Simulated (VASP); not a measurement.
# KTaO3 (Pm-3m) in VASP: a series of runs

The runs below take KTaO3 through relaxation of cell and atoms, single point, with PBEsol, BLYP+D4, LDA.

Program: VASP 6.6.1. These are calculated values, not measurements. Logs are shortened: lines on timing, memory, paths and dates and some standing lists are left out, and cuts for length are marked.

## Step 1: The cell of the first run

The structure is cubic, space group Pm-3m (No. 221). The conventional cell has a = 3.988 Å, b = 3.988 Å, c = 3.988 Å, α = 90.00°, β = 90.00°, γ = 90.00°. Ta (site symmetry m-3m) has 6 O at 1.99 Å within 2.6 Å. K (site symmetry m-3m) has 12 O at 2.82 Å and 8 Ta at 3.45 Å within 3.7 Å. O (site symmetry 4/mmm) has 2 Ta at 1.99 Å within 2.6 Å.

## Step 2: Relaxation of cell and atoms, PBEsol

The input, INCAR:

```
SYSTEM = KTaO3
PREC = Accurate
ENCUT = 600
EDIFF = 1E-6
ISMEAR = -1
SIGMA = 0.05
LREAL = .False.
LASPH = .True.
NELM = 100
ALGO = Normal
ISIF = 3
LWAVE = .False.
LCHARG = .False.
GGA = PS
IBRION = 2
NSW = 60
EDIFFG = -0.01
```

The input, KPOINTS:

```
regular mesh
0
Gamma
  7 7 7
  0 0 0
```

The input, POSCAR:

```
KTaO3
1.0
    3.9883000000      0.0000000000      0.0000000000
    0.0000000000      3.9883000000      0.0000000000
    0.0000000000      0.0000000000      3.9883000000
Ta K O
1 1 3
Direct
    0.0000000000      0.0000000000      0.0000000000
    0.5000000000      0.5000000000      0.5000000000
    0.0000000000      0.0000000000      0.5000000000
    0.0000000000      0.5000000000      0.0000000000
    0.5000000000      0.0000000000      0.0000000000
```

Potentials or basis: VASP PAW PBE potentials, release 64 (Ta_pv, K_sv, O).

Started as:

```console
$ cat potpaw_PBE.64/Ta_pv/POTCAR potpaw_PBE.64/K_sv/POTCAR potpaw_PBE.64/O/POTCAR > POTCAR
$ mpirun -np 1 vasp_std > vasp.out
```

OUTCAR:

```text
SYSTEM = KTaO3
   PREC = Accurate
   ENCUT = 600
   EDIFF = 1E-6
   ISMEAR = -1
   LREAL = .False.
   LASPH = .True.
   NELM = 100
   ISIF = 3
   GGA = PS
   IBRION = 2
   NSW = 60
   EDIFFG = -0.01

 ion  position               nearest neighbor table
   1  0.000  0.000  0.000-   3 1.99   4 1.99   5 1.99   3 1.99   4 1.99   5 1.99   2 3.45   2 3.45
                             2 3.45   2 3.45   2 3.45   2 3.45   2 3.45   2 3.45
   2  0.500  0.500  0.500-   3 2.82   4 2.82   5 2.82   4 2.82   5 2.82   3 2.82   5 2.82   5 2.82
                             3 2.82   4 2.82   4 2.82   3 2.82   1 3.45   1 3.45   1 3.45   1 3.45
   3  0.000  0.000  0.500-   1 1.99   1 1.99   2 2.82   2 2.82   2 2.82   2 2.82
   4  0.000  0.500  0.000-   1 1.99   1 1.99   2 2.82   2 2.82   2 2.82   2 2.82
   5  0.500  0.000  0.000-   1 1.99   1 1.99   2 2.82   2 2.82   2 2.82   2 2.82

  LATTYP: Found a simple cubic cell.
 ALAT       =     3.9883000000

  Lattice vectors:

 A1 = (   3.9883000000,   0.0000000000,   0.0000000000)
 A2 = (   0.0000000000,   3.9883000000,   0.0000000000)
 A3 = (   0.0000000000,   0.0000000000,   3.9883000000)

Analysis of symmetry for initial positions (statically):
=====================================================================
 Subroutine PRICEL returns:
 Original cell was already a primitive cell.

 Routine SETGRP: Setting up the symmetry group for a
 simple cubic supercell.

 Subroutine GETGRP returns: Found 48 space group operations
 (whereof 48 operations were pure point group operations)
 out of a pool of 48 trial point group operations.

The static configuration has the point symmetry O_h .

Analysis of symmetry for dynamics (positions and initial velocities):
=====================================================================
 Subroutine PRICEL returns:
 Original cell was already a primitive cell.

 Routine SETGRP: Setting up the symmetry group for a
 simple cubic supercell.

 Subroutine GETGRP returns: Found 48 space group operations
 (whereof 48 operations were pure point group operations)
 out of a pool of 48 trial point group operations.

The dynamic configuration has the point symmetry O_h .

 Subroutine INISYM returns: Found 48 space group operations
 (whereof 48 operations are pure point group operations),
 and found     1 'primitive' translations

----------------------------------------------------------------------------------------

                                     Primitive cell

  volume of cell :      63.4400

  direct lattice vectors                    reciprocal lattice vectors
     3.988300000  0.000000000  0.000000000     0.250733395  0.000000000  0.000000000
     0.000000000  3.988300000  0.000000000     0.000000000  0.250733395  0.000000000
     0.000000000  0.000000000  3.988300000     0.000000000  0.000000000  0.250733395

  length of vectors
     3.988300000  3.988300000  3.988300000     0.250733395  0.250733395  0.250733395

  position of ions in fractional coordinates (direct lattice)
     0.000000000  0.000000000  0.000000000
     0.500000000  0.500000000  0.500000000
     0.000000000  0.000000000  0.500000000
     0.000000000  0.500000000  0.000000000
     0.500000000  0.000000000  0.000000000

  ion indices of the primitive-cell ions
   primitive index   ion index
                 1           1
                 2           2
                 3           3
                 4           4
                 5           5

----------------------------------------------------------------------------------------

 KPOINTS: regular mesh

Automatic generation of k-mesh.
 Grid dimensions read from file:
 generate k-points for:    7    7    7

 Generating k-lattice:

  Cartesian coordinates                     Fractional coordinates (reciprocal lattice)
     0.035819056  0.000000000  0.000000000     0.142857143  0.000000000  0.000000000
     0.000000000  0.035819056  0.000000000     0.000000000  0.142857143  0.000000000
     0.000000000  0.000000000  0.035819056     0.000000000  0.000000000  0.142857143

  Length of vectors
     0.035819056  0.035819056  0.035819056

  Shift w.r.t. Gamma in fractional coordinates (k-lattice)
     0.000000000  0.000000000  0.000000000

 Subroutine IBZKPT returns following result:
 ===========================================

 Found     20 irreducible k-points:

 Following reciprocal coordinates:
            Coordinates               Weight
  0.000000  0.000000  0.000000      1.000000
  0.142857  0.000000  0.000000      6.000000
  0.285714  0.000000  0.000000      6.000000
  0.428571  0.000000  0.000000      6.000000
  0.142857  0.142857  0.000000     12.000000
  0.285714  0.142857  0.000000     24.000000
[... 12 lines left out ...]
  0.428571  0.428571  0.285714     24.000000
  0.428571  0.428571  0.428571      8.000000
   k-points           NKPTS =     20   k-points in BZ     NKDIM =     20   number of bands    NBANDS=     23
   number of dos      NEDOS =    301   number of ions     NIONS =      5
   total plane-waves  NPLWV =  32768
   dimension x,y,z NGX =    32 NGY =   32 NGZ =   32
   dimension x,y,z NGXF=    64 NGYF=   64 NGZF=   64
   ions per type =               1   1   3
   NGX,Y,Z   is equivalent  to a cutoff of  13.34, 13.34, 13.34 a.u.
   NGXF,Y,Z  is equivalent  to a cutoff of  26.68, 26.68, 26.68 a.u.
 SYSTEM =  KTaO3
   PREC   = accura    normal or accurate (medium, high low for compatibility)
   ISTART =      0    job   : 0-new  1-cont  2-samecut
   ICHARG =      2    charge: 1-file 2-atom 10-const
   ISPIN  =      1    spin polarized calculation?
   LNONCOLLINEAR =      F non collinear calculations
   LSORBIT =      F    spin-orbit coupling
   LASPH  =      T    aspherical Exc in radial PAW
   ENCUT  =  600.0 eV  44.10 Ry    6.64 a.u.   7.97  7.97  7.97*2*pi/ulx,y,z
   NELM   =    100;   NELMIN=  2; NELMDL= -5     # of ELM steps
   EDIFF  = 0.1E-05   stopping-criterion for ELM
   LREAL  =      F    real-space projection
   EDIFFG = -.1E-01   stopping-criterion for IOM
   NSW    =     60    number of steps for IOM
   IBRION =      2    ionic relax: 0-MD 1-quasi-New 2-CG
   NFREE  =      1    steps in history (QN), initial steepest desc. (CG)
   ISIF   =      3    stress and relaxation
   ISYM   =      2    0-nonsym 1-usesym 2-fastsym
   POTIM  = 0.5000    time-step for ionic-motion
   TEBEG  =    0.0;   TEEND  =   0.0 temperature during run
   PSTRESS=    0.0 pullay stress
   NELECT =      38.0000    total number of electrons
   NUPDOWN=      -1.0000    fix difference up-down
   EMIN   =  10.00;   EMAX   =-10.00  energy-range for DOS
   EFERMI =   0.00;   METHOD = LEGACY
   ISMEAR =    -1;   SIGMA  =   0.05  broadening in eV -4-tet -1-fermi 0-gaus
   EFERMI_NEDOS =   21; number of points for ismear=-14 and -15
   IALGO  =     38    algorithm
   IMIX   =      4    mixing-type and parameters
     AMIX     =   0.40;   BMIX     =  1.00
     AMIX_MAG =   1.60;   BMIX_MAG =  1.00
  volume/ion in A,a.u.               =      12.69        85.62
  Fermi-wavevector in a.u.,A,eV,Ry     =   1.380008  2.607837 25.911228  1.904422
  Thomas-Fermi vector in A             =   2.504925
   LORBIT       =      0    0 simple, 1 ext, 2 COOP (PROOUT), +10 PAW based schemes
   GGA     = PS    functional components
   LHFCALC =     F    Hartree Fock is set to
   AEXX    =    0.0000 exact exchange contribution
   IVDW    =     0    specifies the selected vdW correction
   LEPSILON=     F    determine dielectric tensor
   LRPA    =     F    only Hartree local field effects (RPA)
 conjugate gradient relaxation of ions
 non-spin polarized calculation
  energy-cutoff  :      600.00
  volume of cell :       63.44
 maximum number of plane-waves:      2146
 NGX is ok and might be reduce to    32
   NGX = 15   NGY = 15   NGZ = 15

--------------------------------------- Ionic step        1  -------------------------------------------

 number of electron      37.9999990 magnetization

 Free energy of the ion-electron system (eV)
  ---------------------------------------------------
  ext. energy  EPLUGINS =         0.00000000
  ---------------------------------------------------
  free energy    TOTEN  =       -42.92824474 eV

  energy without entropy =      -42.92824474  energy(sigma->0) =      -42.92824474

------------------------ aborting loop because EDIFF is reached ----------------------------------------

  FORCE on cell =-STRESS in cart. coord.  units (eV):
  Direction    XX          YY          ZZ          XY          YZ          ZX
  --------------------------------------------------------------------------------------
  -------------------------------------------------------------------------------------
  Total        0.0518541      0.0518541      0.0518541      0.0000000      0.0000000      0.0000000
  in kB        1.3095741      1.3095741      1.3095741      0.0000000      0.0000000      0.0000000
  external PRESSURE =       1.3095741 kB  Pullay stress =       0.0000000 kB
[... 63 lines left out ...]
  energy  without entropy=      -42.9282303428  energy(sigma->0) =      -42.92823034

--------------------------------------- Ionic step        3  -------------------------------------------

 number of electron      37.9999991 magnetization

 Free energy of the ion-electron system (eV)
  ---------------------------------------------------
  ext. energy  EPLUGINS =         0.00000000
  ---------------------------------------------------
  free energy    TOTEN  =       -42.92826006 eV

  energy without entropy =      -42.92826006  energy(sigma->0) =      -42.92826006

 E-fermi :   2.7240     XC(G=0): -11.1360

 val. band max:        1.5978103857   @ k =   0.4286   0.4286   0.4286
 cond. band min:       3.7422235679   @ k =   0.0000   0.0000   0.0000
 fundamental gap:      2.1444131822
 Fermi energy:         2.7240021074

 k-point     1 :       0.0000    0.0000    0.0000
  band No.  band energies     occupation
      1     -32.4083      2.00000
      2     -32.4083      2.00000
      3     -32.4083      2.00000
      4     -25.4600      2.00000
      5     -15.8259      2.00000
      6     -15.0986      2.00000
[... 541 lines left out ...]
  FREE ENERGIE OF THE ION-ELECTRON SYSTEM (eV)
  ---------------------------------------------------
  free  energy   TOTEN  =       -42.9282600604 eV

  energy  without entropy=      -42.9282600603  energy(sigma->0) =      -42.92826006

 reached required accuracy - stopping structural energy minimisation
```

Wall time 48 s (1 thread of Intel Xeon 6975P-C, shared host); peak memory 0.21 GiB.

Results:

| Item | Value |
| --- | --- |
| Free energy | -42.9283 eV |
| Relaxed volume | 12.70 Å³/atom |
| Relaxed cell | a = 3.989 Å, b = 3.989 Å, c = 3.989 Å, α = 90.00°, β = 90.00°, γ = 90.00° |
| Space group after relaxing (to 0.05 Å) | Pm-3m (No. 221) |
| Energy gained by relaxing | 0.0 meV/atom |
| Ionic steps | 3 |
| Pressure after relaxing | 0.0 GPa |
| Band gap on the k mesh | 2.14 eV, indirect (least direct gap 2.71 eV) |

Final structure:
```cif
data_structure
_symmetry_space_group_name_H-M 'P 1'
_symmetry_Int_Tables_number 1
_cell_length_a 3.9891
_cell_length_b 3.9891
_cell_length_c 3.9891
_cell_angle_alpha 90.000
_cell_angle_beta 90.000
_cell_angle_gamma 90.000
_cell_volume 63.48
loop_
_atom_site_label
_atom_site_type_symbol
_atom_site_fract_x
_atom_site_fract_y
_atom_site_fract_z
_atom_site_occupancy
Ta1 Ta 0.00000 0.00000 0.00000 1
K1 K 0.50000 0.50000 0.50000 1
O1 O 0.00000 0.00000 0.50000 1
O2 O 0.00000 0.50000 0.00000 1
O3 O 0.50000 0.00000 0.00000 1
```

Levels at points of the mesh, in eV from the valence-band top:
```
           k point  band 15  band 16  band 17  band 18  band 19  band 20  band 21  band 22  band 23
(0.00, 0.00, 0.00)    -1.01    -1.01    -0.56    -0.56    -0.56     2.14     2.14     2.14     6.50
```

Caveat: the PAW data sets were made with another functional, which shifts forces and pressure a little; spin-orbit coupling is left out, which moves the levels of the heavy elements.

## Step 3: Single point, BLYP+D4

This run uses another cell than the first one, of 13.09 Å³/atom, 1.031 times its volume.

The input, INCAR:

```
PREC     = Accurate       # precision mode
ENCUT    = 520            # plane-wave cutoff, eV
EDIFF    = 1E-6           # SCF threshold, eV
ISMEAR   = -1             # smearing method
SIGMA    = 0.05           # smearing width, eV
LREAL    = False          # projectors in reciprocal space
LASPH    = True           # aspherical terms in the spheres
NELM     = 60             # most SCF steps
ALGO     = Normal         # electronic algorithm
ISIF     = 2              # what is computed and relaxed
LWAVE    = False          # write WAVECAR
LCHARG   = True           # write CHGCAR
GGA      = B5             # functional
ALDAX    = 1.0          
AGGAX    = 1.0          
AGGAC    = 1.0          
ALDAC    = 0.0          
IVDW     = 13             # dispersion correction
VDW_S6   = 1.0          
VDW_S8   = 2.34076671   
VDW_A1   = 0.44488865   
VDW_A2   = 4.0933009    
LELF     = True           # ELF
LVHAR    = True         
NBANDS   = 27             # bands
```

The input, KPOINTS:

```
regular mesh
0
Gamma
  7 7 7
```

POSCAR, as its differences from that of step 2:

```diff
@@ -2,5 +2,5 @@
 1.0
-    3.9883000000      0.0000000000      0.0000000000
-    0.0000000000      3.9883000000      0.0000000000
-    0.0000000000      0.0000000000      3.9883000000
+    4.0295878051      0.0000000000      0.0000000000
+    0.0000000000      4.0295878051      0.0000000000
+    0.0000000000      0.0000000000      4.0295878051
 Ta K O
```

Potentials or basis: VASP PAW PBE potentials, release 64 (Ta_pv, K_sv, O).

Started as:

```console
$ cat potpaw_PBE.64/Ta_pv/POTCAR potpaw_PBE.64/K_sv/POTCAR potpaw_PBE.64/O/POTCAR > POTCAR
$ mpirun -np 1 vasp_std > vasp.out
```

Wall time 65 s (1 thread of AMD EPYC 7R43 (Zen 3), shared host); peak memory 0.15 GiB.

The run converged. Its results:

* Free energy: -40.6862 eV
* Pressure: 1.2 GPa
* Band gap on the k mesh: 2.21 eV, indirect (least direct gap 2.77 eV)
* Dispersion energy per atom: -0.284 eV

Levels at points of the mesh, in eV from the valence-band top:
| k point | band 15 | band 16 | band 17 | band 18 | band 19 | band 20 | band 21 | band 22 | band 23 | band 24 |
| --- | --- | --- | --- | --- | --- | --- | --- | --- | --- | --- |
| (0.00, 0.00, 0.00) | -0.94 | -0.94 | -0.57 | -0.57 | -0.57 | 2.21 | 2.21 | 2.21 | 6.50 | 6.50 |

Caveat: the PAW data sets were made with another functional, which shifts forces and pressure a little; spin-orbit coupling is left out, which moves the levels of the heavy elements.

## Step 4: Single point, LDA

This run uses another cell than the first one, of 13.45 Å³/atom, 1.060 times its volume.

The input, INCAR:

```
SYSTEM = KTaO3
PREC = Accurate
ENCUT = 520
EDIFF = 1E-7
ISMEAR = -1
SIGMA = 0.05
LREAL = .FALSE.
LASPH = .TRUE.
NELM = 60
ALGO = Normal
ISIF = 2
LWAVE = .FALSE.
LCHARG = .TRUE.
LELF = .TRUE.
LVHAR = .TRUE.
NBANDS = 27
```

The input, KPOINTS:

```
Automatic mesh
0
G
  7 7 7
  0 0 0
```

POSCAR, as its differences from that of step 3:

```diff
@@ -2,5 +2,5 @@
 1.0
-    4.0295878051      0.0000000000      0.0000000000
-    0.0000000000      4.0295878051      0.0000000000
-    0.0000000000      0.0000000000      4.0295878051
+    4.0665218197      0.0000000000      0.0000000000
+    0.0000000000      4.0665218197      0.0000000000
+    0.0000000000      0.0000000000      4.0665218197
 Ta K O
```

Potentials or basis: VASP PAW LDA potentials, release 64 (Ta_pv, K_sv, O).

Started as:

```console
$ cat potpaw_LDA.64/Ta_pv/POTCAR potpaw_LDA.64/K_sv/POTCAR potpaw_LDA.64/O/POTCAR > POTCAR
$ mpirun -np 1 vasp_std > vasp.out
```

Wall time 38 s (1 thread of AMD EPYC 7R43 (Zen 3), shared host); peak memory 0.13 GiB.

Results (log left out):

- Free energy: -44.8140 eV
- Pressure: -14.5 GPa
- Band gap on the k mesh: 1.96 eV, indirect (least direct gap 2.55 eV)

Levels at points of the mesh, in eV from the valence-band top:
```tsv
k point	band 17	band 18	band 19	band 20	band 21	band 22
(0.00, 0.00, 0.00)	-0.59	-0.59	-0.59	1.96	1.96	1.96
```

Caveat: spin-orbit coupling is left out, which moves the levels of the heavy elements.

## Step 5: Summary

| task | level | potentials or basis | cell | cutoff (eV) | gap on the mesh (eV) | pressure (GPa) |
| --- | --- | --- | --- | --- | --- | --- |
| relaxation of cell and atoms | PBEsol | VASP PAW PBE potentials, release 64 (Ta_pv, K_sv, O) | relaxed from a = 3.988 Å, 5 atoms | 600 | 2.14 | 0.0 |
| single point | BLYP+D4 | VASP PAW PBE potentials, release 64 (Ta_pv, K_sv, O) | a = 4.030 Å, 5 atoms | 520 | 2.21 | 1.2 |
| single point | LDA | VASP PAW LDA potentials, release 64 (Ta_pv, K_sv, O) | a = 4.067 Å, 5 atoms | 520 | 1.96 | -14.5 |

Alike in all rows: no spin polarisation; k mesh 7 × 7 × 7; smearing fermi-dirac 0.05 eV.

Caveats: spin-orbit coupling is left out, which moves the levels of the heavy elements; the PAW data sets were made with another functional, which shifts forces and pressure a little (some runs).

Absolute energies hang on the potentials; compare differences alone.
